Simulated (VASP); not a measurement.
Write the native input for VASP 6.6.1 that does the following.

* Task: relaxation of cell and atoms
* Functional: PBEsol
* Potentials or basis: VASP PAW PBE potentials, release 64 (Al, N)
* Cutoff: 600 eV
* k mesh: 8 × 8 × 8
* Occupations: gaussian, width 0.01 eV
* Spin: no spin polarisation
* Target pressure: -2 GPa
* Dipole correction: no
* Further INCAR settings: ALGO = Normal; EDIFF = 1e-06; IBRION = 2; EDIFFG = -0.03; NSW = 100; ISIF = 3

The structure of AlN lies in POSCAR:

```
AlN
1.0
    0.0000000000      2.1839940000      2.1839940000
    2.1839940000      0.0000000000      2.1839940000
    2.1839940000      2.1839940000      0.0000000000
Al N
1 1
Direct
    0.0000000000      0.0000000000      0.0000000000
    0.7500000000      0.7500000000      0.7500000000
```

These files were run (other wordings do the same):

INCAR

```
SYSTEM = AlN
  PREC = Accurate
  ENCUT = 600
  EDIFF = 1E-6
  ISMEAR = 0
  SIGMA = 0.01
  LREAL = .False.
  LASPH = .True.
  NELM = 80
  ALGO = Normal
  ISIF = 3
  LWAVE = .False.
  LCHARG = .False.
  GGA = PS
  IBRION = 2
  NSW = 100
  EDIFFG = -0.03
  PSTRESS = -20.0
```

KPOINTS

```
Automatic mesh
0
Gamma
  8 8 8
  0 0 0
```

Potentials or basis: VASP PAW PBE potentials, release 64 (Al, N).

Launch:

```sh
$ cat potpaw_PBE.64/Al/POTCAR potpaw_PBE.64/N/POTCAR > POTCAR
$ mpirun -np 1 vasp_std > vasp.out
```

It gave:

```yaml
Relaxed_volume: 10.59 Å³/atom
Relaxed_cell: a = 3.105 Å, b = 3.105 Å, c = 3.105 Å, α = 60.00°, β = 60.00°, γ = 60.00°
Space_group_after_relaxing_to_0.05_Å: F-43m (No. 216)
Energy_change_on_relaxing_the_enthalpy_is_what_falls: +0.4 meV/atom
Ionic_steps: 3
Pressure_after_relaxing: -2.0 GPa
Band_gap_on_the_k_mesh: 3.18 eV, indirect (least direct gap 3.99 eV)
```

Caveat: the cell is relaxed towards a set pressure, so the enthalpy falls and the energy may rise; the PAW data sets were made with another functional, which shifts forces and pressure a little.

Run time: 9.5 s on 1 thread of Intel(R) Xeon(R) Platinum 8488C (Sapphire Rapids) (shared host), peak memory 0.15 GiB.
